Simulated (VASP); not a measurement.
# Sb (P6_3/mmc) in VASP: further runs, part 2 of 2

VASP 6.6.1. The steps go on from the part before.

## Step 3: Single point, PBE-based screened hybrid with 40 % exact exchange

Input file POSCAR:

```
Sb
1.0
    3.3545324186      0.0000000000      0.0000000000
   -1.6772662093      2.9051102923      0.0000000000
    0.0000000000      0.0000000000      5.4701606500
Sb
2
Direct
    0.6666666667      0.3333333333      0.7500000000
    0.3333333333      0.6666666667      0.2500000000
```

Input file INCAR.step1:

```
PREC = Accurate ; ENCUT = 400
EDIFF = 1E-5 ; ISMEAR = -1
SIGMA = 0.05 ; LREAL = False
LASPH = True ; NELM = 120
ALGO = Normal ; ISIF = 2
LWAVE = True ; LCHARG = False
NBANDS = 22 ; GGA = PE
GGA_COMPAT = False
```

Input file INCAR.step2:

```
PREC = Accurate ; ENCUT = 400
EDIFF = 1E-6 ; ISMEAR = -1
SIGMA = 0.05 ; LREAL = False
LASPH = True ; NELM = 120
ALGO = Normal ; ISIF = 2
LWAVE = False ; LCHARG = False
GGA = PE ; LHFCALC = True
AEXX = 0.4 ; HFSCREEN = 0.2
PRECFOCK = Normal ; NBANDS = 22
ISTART = 1 ; GGA_COMPAT = False
```

Input file KPOINTS:

```
regular mesh
0
Gamma
  5 5 3
```

Potentials or basis: VASP PAW PBE potentials, release 64 (Sb_d_GW).

Launch:

```
cat potpaw_PBE.64/Sb_d_GW/POTCAR > POTCAR
cp INCAR.step1 INCAR
mpirun -np 1 vasp_std > vasp.out
cp INCAR.step2 INCAR
mpirun -np 1 vasp_std > vasp.out
```

Wall time 9.3 min (1 thread of Intel Xeon 6975P-C (Granite Rapids), shared host); peak memory 0.27 GiB.

It converged, with:

| Property | Result |
| --- | --- |
| Free energy | -10.1079 eV |
| Pressure | -3.8 GPa |
| Band gap on the k mesh | zero (bands 15 and 16 overlap by 7.13 eV) |

Stress tensor (GPa, compression positive):
```
-5.74  0.00  0.00
 0.00 -5.74  0.00
 0.00  0.00  0.21
```

Levels at points of the mesh, in eV from the Fermi level:
```csv
k point,band 11,band 12,band 13,band 14,band 15,band 16,band 17,band 18,band 19,band 20
"(0.00, 0.00, 0.00)",-15.45,-10.81,-7.18,4.51,4.51,6.41,6.41,6.71,8.99,10.20
```

Caveat: the k points lie up to 0.43 Å⁻¹ apart, too coarse for converged energies and pressures of a metal; the PAW data sets were made with another functional, which shifts forces and pressure a little; spin-orbit coupling is left out, which moves the levels of the heavy elements.

## Step 4: Single point, HSE06

POSCAR is that of step 3.

Input file INCAR.step1:

```
SYSTEM = Sb
ALGO = Normal
EDIFF = 1E-5
ENCUT = 400
GGA = PE
GGA_COMPAT = .False.
ISIF = 2
ISMEAR = -1
LASPH = .True.
LCHARG = .False.
LREAL = .False.
LWAVE = .True.
NBANDS = 22
NELM = 120
PREC = Accurate
SIGMA = 0.05
```

Input file INCAR.step2:

```
SYSTEM = Sb
ALGO = Normal
EDIFF = 1E-6
ENCUT = 400
GGA = PE
GGA_COMPAT = .False.
HFSCREEN = 0.2079
ISIF = 2
ISMEAR = -1
ISTART = 1
LASPH = .True.
LCHARG = .False.
LHFCALC = .True.
LREAL = .False.
LWAVE = .False.
NBANDS = 22
NELM = 120
PREC = Accurate
PRECFOCK = Normal
SIGMA = 0.05
```

Input file KPOINTS:

```
k-points
0
Gamma
  5 5 3
  0 0 0
```

Potentials or basis: VASP PAW PBE potentials, release 64 (Sb_d_GW).

Launch:

```
cat potpaw_PBE.64/Sb_d_GW/POTCAR > POTCAR
cp INCAR.step1 INCAR
mpirun -np 1 vasp_std > vasp.out
cp INCAR.step2 INCAR
mpirun -np 1 vasp_std > vasp.out
```

OUTCAR:

```text
SYSTEM = Sb
   EDIFF = 1E-6
   ENCUT = 400
   GGA = PE
   HFSCREEN = 0.2079
   ISIF = 2
   ISMEAR = -1
   ISTART = 1
   LASPH = .True.
   LHFCALC = .True.
   LREAL = .False.
   NELM = 120
   PREC = Accurate
   PRECFOCK = Normal

 ion  position               nearest neighbor table
   1  0.667  0.333  0.750-   2 3.35   2 3.35   2 3.35   2 3.35   2 3.35   2 3.35
   2  0.333  0.667  0.250-   1 3.35   1 3.35   1 3.35   1 3.35   1 3.35   1 3.35

[... 435 lines left out ...]

------------------------ aborting loop because EDIFF is reached ----------------------------------------

  FORCE on cell =-STRESS in cart. coord.  units (eV):
  Direction    XX          YY          ZZ          XY          YZ          ZX
  --------------------------------------------------------------------------------------
  -------------------------------------------------------------------------------------
  Total       -1.4064322     -1.4064322      0.4496352      0.0000000      0.0000000      0.0000000
  in kB      -42.2702367    -42.2702367     13.5137598      0.0000000      0.0000000      0.0000000
  external PRESSURE =     -23.6755712 kB  Pullay stress =       0.0000000 kB

 VOLUME and BASIS-vectors are now :
 -----------------------------------------------------------------------------
  energy-cutoff  :      400.00
  volume of cell :       53.31
      direct lattice vectors                 reciprocal lattice vectors
     3.354532419  0.000000000  0.000000000     0.298104139  0.172110505  0.000000000
    -1.677266209  2.905110292  0.000000000     0.000000000  0.344221010  0.000000000
     0.000000000  0.000000000  5.470160650     0.000000000  0.000000000  0.182809987

 POSITION                                       TOTAL-FORCE (eV/Angst)
 -----------------------------------------------------------------------------------
      1.67727      0.96837      4.10262        -0.000000     -0.000000     -0.000000
     -0.00000      1.93674      1.36754         0.000000      0.000000      0.000000
 -----------------------------------------------------------------------------------
    total drift:                               -0.000000      0.000000      0.000001

  FREE ENERGIE OF THE ION-ELECTRON SYSTEM (eV)
  ---------------------------------------------------
  free  energy   TOTEN  =        -9.1754979353 eV

  energy  without entropy=       -9.1668504704  energy(sigma->0) =       -9.17117420
```

OUTCAR.step1:

```text
SYSTEM = Sb
   EDIFF = 1E-5
   ENCUT = 400
   GGA = PE
   ISIF = 2
   ISMEAR = -1
   LASPH = .True.
[... 457 lines left out ...]
      1.67727      0.96837      4.10262         0.000000     -0.000000      0.000000
     -0.00000      1.93674      1.36754        -0.000000      0.000000      0.000000
 -----------------------------------------------------------------------------------
    total drift:                                0.000000     -0.000000      0.000000

  FREE ENERGIE OF THE ION-ELECTRON SYSTEM (eV)
  ---------------------------------------------------
  free  energy   TOTEN  =        -7.7712216889 eV

  energy  without entropy=       -7.7582201991  energy(sigma->0) =       -7.76472094
```

OSZICAR.step1:

```text
N       E                     dE             d eps       ncg     rms          rms(c)
DAV:   1     0.214982633705E+03    0.21498E+03   -0.81615E+03   612   0.109E+04
DAV:   2     0.187643557438E+02   -0.19622E+03   -0.18871E+03   864   0.128E+03
DAV:   3    -0.703532260850E+01   -0.25800E+02   -0.25574E+02   874   0.198E+02
DAV:   4    -0.773906635471E+01   -0.70374E+00   -0.70349E+00   672   0.243E+01
DAV:   5    -0.778417949153E+01   -0.45113E-01   -0.45110E-01   764   0.926E+00    0.401E+00
DAV:   6    -0.777454432681E+01    0.96352E-02   -0.30743E-02   816   0.736E+00    0.243E+00
DAV:   7    -0.777135849669E+01    0.31858E-02   -0.15296E-02   840   0.554E+00    0.746E-02
DAV:   8    -0.777121179099E+01    0.14671E-03   -0.15972E-03   752   0.241E+00    0.495E-02
DAV:   9    -0.777122268931E+01   -0.10898E-04   -0.94522E-06   416   0.114E-01    0.183E-02
DAV:  10    -0.777122168888E+01    0.10004E-05   -0.15006E-05   436   0.212E-01
   1 F= -.77712217E+01 E0= -.77647209E+01  d E =-.130015E-01
```

Wall time 12 min (1 thread of AMD EPYC 9R45 (Zen 5), shared host); peak memory 0.24 GiB.

Results:

* Free energy: -9.1755 eV
* Pressure: -2.4 GPa
* Band gap on the k mesh: zero (bands 15 and 16 overlap by 6.56 eV)

Caveat: the k points lie up to 0.43 Å⁻¹ apart, too coarse for converged energies and pressures of a metal; the PAW data sets were made with another functional, which shifts forces and pressure a little; spin-orbit coupling is left out, which moves the levels of the heavy elements.

## Step 5: Single point, PBE-based screened hybrid with 50 % exact exchange

POSCAR is that of step 4.

Edit INCAR.step1 of step 4 so:

```diff
@@ -9,3 +9,2 @@
 LASPH = .True.
-LCHARG = .False.
 LREAL = .False.
```

Input file INCAR.step2:

```
SYSTEM = Sb
AEXX = 0.5
ALGO = Normal
EDIFF = 1E-6
ENCUT = 400
GGA = PE
GGA_COMPAT = .False.
HFSCREEN = 0.2
ISIF = 2
ISMEAR = -1
ISTART = 1
LASPH = .True.
LCHARG = .True.
LELF = .True.
LHFCALC = .True.
LREAL = .False.
LVHAR = .True.
LWAVE = .False.
NBANDS = 22
NELM = 120
PREC = Accurate
PRECFOCK = Normal
SIGMA = 0.05
```

KPOINTS is that of step 4.

Launch:

```
cat potpaw_PBE.64/Sb_d_GW/POTCAR > POTCAR
cp INCAR.step1 INCAR
mpirun -np 1 vasp_std > vasp.out
cp INCAR.step2 INCAR
mpirun -np 1 vasp_std > vasp.out
```

It took 10 min on 1 thread of Intel Xeon 6975P-C (Granite Rapids), shared host; peak memory 0.27 GiB.

It converged, with:

```
Free energy            : -10.7248 eV
Pressure               : -4.7 GPa
Band gap on the k mesh : zero (bands 15 and 16 overlap by 7.50 eV)
```

Stress tensor (GPa, compression positive):
```
-6.70  0.00  0.00
 0.00 -6.70  0.00
 0.00  0.00 -0.57
```

Levels at points of the mesh, in eV from the Fermi level:
| k point | band 13 | band 14 | band 15 | band 16 | band 17 | band 18 |
| --- | --- | --- | --- | --- | --- | --- |
| (0.00, 0.00, 0.00) | -7.53 | 4.73 | 4.73 | 6.70 | 6.70 | 7.00 |

Caveat: the k points lie up to 0.43 Å⁻¹ apart, too coarse for converged energies and pressures of a metal; the PAW data sets were made with another functional, which shifts forces and pressure a little; spin-orbit coupling is left out, which moves the levels of the heavy elements.

## Step 6: Single point, PBEsol-based global hybrid with 25 % exact exchange

This run uses another cell than the first one, of 25.11 Å³/atom.

Input file POSCAR:

```
Sb
1.0
    3.2559648239      0.0000000000      0.0000000000
   -1.6279824119      2.8197482513      0.0000000000
    0.0000000000      0.0000000000      5.4700811399
Sb
2
Direct
    0.6666666667      0.3333333333      0.7500000000
    0.3333333333      0.6666666667      0.2500000000
```

Input file INCAR.step1:

```
SYSTEM = Sb
PREC = Accurate
ENCUT = 400
EDIFF = 1E-5
ISMEAR = -1
SIGMA = 0.05
LREAL = .FALSE.
LASPH = .TRUE.
NELM = 120
ALGO = Normal
ISIF = 2
LWAVE = .TRUE.
GGA = PE
NBANDS = 22
GGA_COMPAT = .FALSE.
```

Input file INCAR.step2:

```
SYSTEM = Sb
PREC = Accurate
ENCUT = 400
EDIFF = 1E-6
ISMEAR = -1
SIGMA = 0.05
LREAL = .FALSE.
LASPH = .TRUE.
NELM = 120
ALGO = Normal
ISIF = 2
LWAVE = .FALSE.
LCHARG = .TRUE.
GGA = PS
LHFCALC = .TRUE.
AEXX = 0.25
PRECFOCK = Normal
LELF = .TRUE.
LVHAR = .TRUE.
ISTART = 1
NBANDS = 22
GGA_COMPAT = .FALSE.
```

Input file KPOINTS:

```
regular mesh
0
G
  5 5 3
  0 0 0
```

Potentials or basis: VASP PAW PBE potentials, release 64 (Sb_d_GW).

Launch:

```
cat potpaw_PBE.64/Sb_d_GW/POTCAR > POTCAR
cp INCAR.step1 INCAR
mpirun -np 1 vasp_std > vasp.out
cp INCAR.step2 INCAR
mpirun -np 1 vasp_std > vasp.out
```

Run time: 14 min. Hardware: 1 thread of Intel Xeon Platinum 8259CL at 2.50GHz (Skylake/Cascade Lake), shared host; peak memory 0.16 GiB.

The run converged. Its results:

- Free energy: -11.0060 eV
- Pressure: -0.6 GPa
- Band gap on the k mesh: zero (bands 15 and 16 overlap by 8.07 eV)

Levels at points of the mesh, in eV from the Fermi level:
| k point | band 11 | band 12 | band 13 | band 14 | band 15 | band 16 | band 17 | band 18 | band 19 | band 20 |
| --- | --- | --- | --- | --- | --- | --- | --- | --- | --- | --- |
| (0.00, 0.00, 0.00) | -15.55 | -11.19 | -7.63 | 5.16 | 5.16 | 6.52 | 6.99 | 6.99 | 9.67 | 10.35 |

Caveat: the k points lie up to 0.45 Å⁻¹ apart, too coarse for converged energies and pressures of a metal; the PAW data sets were made with another functional, which shifts forces and pressure a little; spin-orbit coupling is left out, which moves the levels of the heavy elements.

## Step 7: Summary

```tsv
level	cell	share of exact exchange	screening parameter	gap on the mesh (eV)	pressure (GPa)
PBEsol-based global hybrid with 25 % exact exchange	a = 3.355, b = 3.355, c = 5.470 Å, angles 90.0, 90.0, 120.0°, 2 atoms	0.25	-	none	-4.6
PBE-based screened hybrid with 40 % exact exchange	a = 3.355, b = 3.355, c = 5.470 Å, angles 90.0, 90.0, 120.0°, 2 atoms	0.4	0.2 1/Å	none	-3.8
HSE06	a = 3.355, b = 3.355, c = 5.470 Å, angles 90.0, 90.0, 120.0°, 2 atoms	0.25	0.2079 1/Å	none	-2.4
PBE-based screened hybrid with 50 % exact exchange	a = 3.355, b = 3.355, c = 5.470 Å, angles 90.0, 90.0, 120.0°, 2 atoms	0.5	0.2 1/Å	none	-4.7
PBEsol-based global hybrid with 25 % exact exchange	a = 3.256, b = 3.256, c = 5.470 Å, angles 90.0, 90.0, 120.0°, 2 atoms	0.25	-	none	-0.6
```

Alike in all rows: task single point; potentials or basis VASP PAW PBE potentials, release 64 (Sb_d_GW); no spin polarisation; k mesh 5 × 5 × 3; cutoff (eV) 400; smearing fermi-dirac 0.05 eV.

Caveats: all runs use coarse meshes; the PAW data sets were made with another functional, which shifts forces and pressure a little; spin-orbit coupling is left out, which moves the levels of the heavy elements.

Total energies depend on the potentials used, so only differences within one code and one set of settings carry meaning.
